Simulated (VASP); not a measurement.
# Li (P6_3/mmc) in VASP: single point with LDA

Aim: the single point of Li with LDA.

Program: VASP 6.6.1. These are calculated values, not measurements. Logs are shortened: lines on timing, memory, paths and dates and some standing lists are left out, and cuts for length are marked.

### 1 The cell of the first run

Symmetry: P6_3/mmc, No. 194, hexagonal system. The conventional cell has a = 3.111 Å, b = 3.111 Å, c = 5.093 Å, α = 90.00°, β = 90.00°, γ = 120.00°. Li (site symmetry -6m2) has 12 Li at 3.11 to 3.12 Å within 4.1 Å.

### 2 Single point, LDA

INCAR

```
SYSTEM = Li
PREC = Accurate
ENCUT = 520
EDIFF = 1E-6
ISMEAR = -1
SIGMA = 0.15
LREAL = .False.
LASPH = .True.
NELM = 80
ALGO = Normal
ISIF = 2
LWAVE = .False.
LCHARG = .False.
NBANDS = 10
```

KPOINTS

```
Automatic mesh
0
Gamma
  5 5 3
  0 0 0
```

POSCAR

```
Li
1.0
    3.1110000000      0.0000000000      0.0000000000
   -1.5555000000      2.6942050312      0.0000000000
    0.0000000000      0.0000000000      5.0930000000
Li
2
Direct
    0.3333330000      0.6666670000      0.2500000000
    0.6666670000      0.3333330000      0.7500000000
```

Potentials or basis: VASP PAW LDA potentials, release 64 (Li_sv).

Launch:

```sh
cat potpaw_LDA.64/Li_sv/POTCAR > POTCAR
mpirun -np 1 vasp_std > vasp.out
```

OUTCAR:

```text
SYSTEM = Li
   PREC = Accurate
   ENCUT = 520
   EDIFF = 1E-6
   ISMEAR = -1
   LREAL = .False.
   LASPH = .True.
   NELM = 80
   ISIF = 2

 ion  position               nearest neighbor table
   1  0.333  0.667  0.250-
   2  0.667  0.333  0.750-

  LATTYP: Found a hexagonal cell.
 ALAT       =     3.1110000000
 C/A-ratio  =     1.6370941819

  Lattice vectors:

 A1 = (   3.1110000000,   0.0000000000,   0.0000000000)
 A2 = (  -1.5555000000,   2.6942050312,   0.0000000000)
 A3 = (   0.0000000000,   0.0000000000,   5.0930000000)

Analysis of symmetry for initial positions (statically):
=====================================================================
 Subroutine PRICEL returns:
 Original cell was already a primitive cell.

 Routine SETGRP: Setting up the symmetry group for a
 hexagonal supercell.

 Subroutine GETGRP returns: Found 24 space group operations
 (whereof 12 operations were pure point group operations)
 out of a pool of 24 trial point group operations.

The static configuration has the point symmetry D_3d.
 The point group associated with its full space group is D_6h.

Analysis of symmetry for dynamics (positions and initial velocities):
=====================================================================
 Subroutine PRICEL returns:
 Original cell was already a primitive cell.

 Routine SETGRP: Setting up the symmetry group for a
 hexagonal supercell.

 Subroutine GETGRP returns: Found 24 space group operations
 (whereof 12 operations were pure point group operations)
 out of a pool of 24 trial point group operations.

The dynamic configuration has the point symmetry D_3d.
 The point group associated with its full space group is D_6h.

 Subroutine INISYM returns: Found 24 space group operations
 (whereof 12 operations are pure point group operations),
 and found     1 'primitive' translations

----------------------------------------------------------------------------------------

                                     Primitive cell

  volume of cell :      42.6879

  direct lattice vectors                    reciprocal lattice vectors
     3.111000000  0.000000000  0.000000000     0.321440051  0.185583500  0.000000000
    -1.555500000  2.694205031  0.000000000     0.000000000  0.371167000  0.000000000
     0.000000000  0.000000000  5.093000000     0.000000000  0.000000000  0.196347929

  length of vectors
     3.111000000  3.111000000  5.093000000     0.371167000  0.371167000  0.196347929

  position of ions in fractional coordinates (direct lattice)
     0.333333000  0.666667000  0.250000000
     0.666667000  0.333333000  0.750000000

  ion indices of the primitive-cell ions
   primitive index   ion index
                 1           1
                 2           2

----------------------------------------------------------------------------------------

 KPOINTS: Automatic mesh

Automatic generation of k-mesh.
 Grid dimensions read from file:
 generate k-points for:    5    5    3

 Generating k-lattice:

  Cartesian coordinates                     Fractional coordinates (reciprocal lattice)
     0.064288010  0.037116700  0.000000000     0.200000000 -0.000000000  0.000000000
     0.000000000  0.074233400  0.000000000     0.000000000  0.200000000  0.000000000
     0.000000000  0.000000000  0.065449310     0.000000000  0.000000000  0.333333333

  Length of vectors
     0.074233400  0.074233400  0.065449310

  Shift w.r.t. Gamma in fractional coordinates (k-lattice)
     0.000000000  0.000000000  0.000000000

 Subroutine IBZKPT returns following result:
 ===========================================

 Found     10 irreducible k-points:

 Following reciprocal coordinates:
            Coordinates               Weight
  0.000000  0.000000  0.000000      1.000000
  0.200000  0.000000  0.000000      6.000000
  0.400000  0.000000  0.000000      6.000000
  0.200000  0.200000  0.000000      6.000000
  0.400000  0.200000  0.000000      6.000000
  0.000000  0.000000  0.333333      2.000000
  0.200000  0.000000  0.333333     12.000000
  0.400000  0.000000  0.333333     12.000000
  0.200000  0.200000  0.333333     12.000000
  0.400000  0.200000  0.333333     12.000000
   k-points           NKPTS =     10   k-points in BZ     NKDIM =     10   number of bands    NBANDS=     10
   number of dos      NEDOS =    301   number of ions     NIONS =      2
   total plane-waves  NPLWV =  23040
   dimension x,y,z NGX =    24 NGY =   24 NGZ =   40
   dimension x,y,z NGXF=    48 NGYF=   48 NGZF=   80
   ions per type =               2
   NGX,Y,Z   is equivalent  to a cutoff of  12.83, 12.83, 13.06 a.u.
   NGXF,Y,Z  is equivalent  to a cutoff of  25.65, 25.65, 26.11 a.u.
 SYSTEM =  Li
   PREC   = accura    normal or accurate (medium, high low for compatibility)
   ISTART =      0    job   : 0-new  1-cont  2-samecut
   ICHARG =      2    charge: 1-file 2-atom 10-const
   ISPIN  =      1    spin polarized calculation?
   LNONCOLLINEAR =      F non collinear calculations
   LSORBIT =      F    spin-orbit coupling
   LASPH  =      T    aspherical Exc in radial PAW
   ENCUT  =  520.0 eV  38.22 Ry    6.18 a.u.   5.78  5.78  9.47*2*pi/ulx,y,z
   NELM   =     80;   NELMIN=  2; NELMDL= -5     # of ELM steps
   EDIFF  = 0.1E-05   stopping-criterion for ELM
   LREAL  =      F    real-space projection
   EDIFFG = 0.1E-04   stopping-criterion for IOM
   NSW    =      0    number of steps for IOM
   IBRION =     -1    ionic relax: 0-MD 1-quasi-New 2-CG
   NFREE  =      0    steps in history (QN), initial steepest desc. (CG)
   ISIF   =      2    stress and relaxation
   ISYM   =      2    0-nonsym 1-usesym 2-fastsym
   POTIM  = 0.5000    time-step for ionic-motion
   TEBEG  =    0.0;   TEEND  =   0.0 temperature during run
   PSTRESS=    0.0 pullay stress
   NELECT =       6.0000    total number of electrons
   NUPDOWN=      -1.0000    fix difference up-down
   EMIN   =  10.00;   EMAX   =-10.00  energy-range for DOS
   EFERMI =   0.00;   METHOD = LEGACY
   ISMEAR =    -1;   SIGMA  =   0.15  broadening in eV -4-tet -1-fermi 0-gaus
   EFERMI_NEDOS =   21; number of points for ismear=-14 and -15
   IALGO  =     38    algorithm
   IMIX   =      4    mixing-type and parameters
     AMIX     =   0.40;   BMIX     =  1.00
     AMIX_MAG =   1.60;   BMIX_MAG =  1.00
  volume/ion in A,a.u.               =      21.34       144.04
  Fermi-wavevector in a.u.,A,eV,Ry     =   0.851185  1.608506  9.857630  0.724515
  Thomas-Fermi vector in A             =   1.967278
   LORBIT       =      0    0 simple, 1 ext, 2 COOP (PROOUT), +10 PAW based schemes
   GGA     = CA    functional components
   LHFCALC =     F    Hartree Fock is set to
   AEXX    =    0.0000 exact exchange contribution
   IVDW    =     0    specifies the selected vdW correction
   LEPSILON=     F    determine dielectric tensor
   LRPA    =     F    only Hartree local field effects (RPA)
 non-spin polarized calculation
  energy-cutoff  :      520.00
  volume of cell :       42.69
 maximum number of plane-waves:      1162
 NGX is ok and might be reduce to    24
   NGX = 11   NGY = 11   NGZ = 19

 number of electron       5.9999991 magnetization

 Free energy of the ion-electron system (eV)
  ---------------------------------------------------
  ext. energy  EPLUGINS =         0.00000000
  ---------------------------------------------------
  free energy    TOTEN  =        -4.16472811 eV

  energy without entropy =       -4.11984213  energy(sigma->0) =       -4.14228512

 E-fermi :   0.6054     XC(G=0):  -7.0150

 val. band max:        0.4435784507   @ k =   0.0000   0.0000   0.0000
 cond. band min:       0.8031872623   @ k =   0.2000   0.2000   0.3333
 fundamental gap:      0.3596088116
 Fermi energy:         0.6053769578

 k-point     1 :       0.0000    0.0000    0.0000
  band No.  band energies     occupation
      1     -45.2593      2.00000
      2     -45.2433      2.00000
      3      -2.9721      2.00000
      4       0.4436      1.49248
      5       3.2339      0.00000
      6      12.3075      0.00000
      7      12.3075      0.00000
      8      13.6707      0.00000
      9      13.6707      0.00000
     10      14.1299      0.00000

 k-point     2 :       0.2000    0.0000    0.0000
  band No.  band energies     occupation
      1     -45.2543      2.00000
      2     -45.2409      2.00000
      3      -2.3567      2.00000
      4       1.2524      0.02642
      5       3.4314      0.00000
      6       8.5279      0.00000
      7      10.2061      0.00000
      8      12.6943      0.00000
      9      12.7932      0.00000
     10      13.7274      0.00000

 k-point     3 :       0.4000    0.0000    0.0000
  band No.  band energies     occupation
      1     -45.2451      2.00000
      2     -45.2380      2.00000
      3      -0.5394      1.99903
      4       2.4971      0.00001
      5       3.6351      0.00000
      6       6.1314      0.00000
      7       7.8084      0.00000
      8       8.7075      0.00000
      9       8.9283      0.00000
     10      12.6013      0.00000

 k-point     4 :       0.2000    0.2000    0.0000
  band No.  band energies     occupation
      1     -45.2470      2.00000
      2     -45.2384      2.00000
      3      -1.1186      1.99998
      4       2.8562      0.00000
      5       3.6332      0.00000
      6       5.6960      0.00000
      7       7.4017      0.00000
      8      10.1801      0.00000
      9      11.3233      0.00000
     10      11.7342      0.00000
[... 40 lines left out ...]
 k-point     8 :       0.4000    0.0000    0.3333
  band No.  band energies     occupation
      1     -45.2433      2.00000
      2     -45.2398      2.00000
      3      -0.0848      1.98011
      4       1.2093      0.03507
      5       4.2434      0.00000
      6       5.5527      0.00000
      7       8.6971      0.00000
      8       9.2974      0.00000
      9      10.9736      0.00000
     10      11.2188      0.00000

 k-point     9 :       0.2000    0.2000    0.3333
  band No.  band energies     occupation
      1     -45.2448      2.00000
      2     -45.2405      2.00000
      3      -0.6390      1.99950
      4       0.8032      0.42206
      5       6.1105      0.00000
      6       6.3395      0.00000
      7       7.1116      0.00000
      8       8.8388      0.00000
      9      10.0791      0.00000
     10      11.7192      0.00000

 k-point    10 :       0.4000    0.2000    0.3333
  band No.  band energies     occupation
      1     -45.2404      2.00000
      2     -45.2388      2.00000
      3       1.3731      0.01190
      4       1.8894      0.00038
      5       3.8365      0.00000
      6       4.2289      0.00000
      7       6.5947      0.00000
      8       7.7826      0.00000
      9      10.7630      0.00000
     10      10.9524      0.00000

------------------------ aborting loop because EDIFF is reached ----------------------------------------

  FORCE on cell =-STRESS in cart. coord.  units (eV):
  Direction    XX          YY          ZZ          XY          YZ          ZX
  --------------------------------------------------------------------------------------
  -------------------------------------------------------------------------------------
  Total       -0.4566103     -0.4566103     -0.3800263      0.0000000      0.0000000      0.0000000
  in kB      -17.1376773    -17.1376773    -14.2632953      0.0000000      0.0000000      0.0000000
  external PRESSURE =     -16.1795499 kB  Pullay stress =       0.0000000 kB

 VOLUME and BASIS-vectors are now :
 -----------------------------------------------------------------------------
  energy-cutoff  :      520.00
  volume of cell :       42.69
      direct lattice vectors                 reciprocal lattice vectors
     3.111000000  0.000000000  0.000000000     0.321440051  0.185583500  0.000000000
    -1.555500000  2.694205031  0.000000000     0.000000000  0.371167000  0.000000000
     0.000000000  0.000000000  5.093000000     0.000000000  0.000000000  0.196347929

 POSITION                                       TOTAL-FORCE (eV/Angst)
 -----------------------------------------------------------------------------------
     -0.00000      1.79614      1.27325        -0.000000      0.000000      0.000000
      1.55550      0.89807      3.81975         0.000000     -0.000000      0.000000
 -----------------------------------------------------------------------------------
    total drift:                               -0.000207      0.000119      0.000001

  FREE ENERGIE OF THE ION-ELECTRON SYSTEM (eV)
  ---------------------------------------------------
  free  energy   TOTEN  =        -4.1647281141 eV

  energy  without entropy=       -4.1198421285  energy(sigma->0) =       -4.14228512
```

Wall time 1.7 s (1 thread of Intel Xeon Platinum 8488C (Sapphire Rapids), shared host); peak memory 0.13 GiB.

What came out:

| Quantity | Value |
| --- | --- |
| Free energy | -4.1647 eV |
| Band gap on the k mesh | zero (band 3 reaches 1.37 eV, above the bottom of band 4 at -1.09 eV) |

Levels at points of the mesh, in eV from the Fermi level:
| k point | band 1 | band 2 | band 3 | band 4 | band 5 | band 6 | band 7 | band 8 |
| --- | --- | --- | --- | --- | --- | --- | --- | --- |
| (0.00, 0.00, 0.00) | -45.86 | -45.85 | -3.58 | -0.16 | 2.63 | 11.70 | 11.70 | 13.07 |

Caveat: the k points lie up to 0.47 Å⁻¹ apart; the cutoff is under 1.25 times the usual one of these potentials, so pressure, stress and relaxed cells hold a basis-set (Pulay) error.
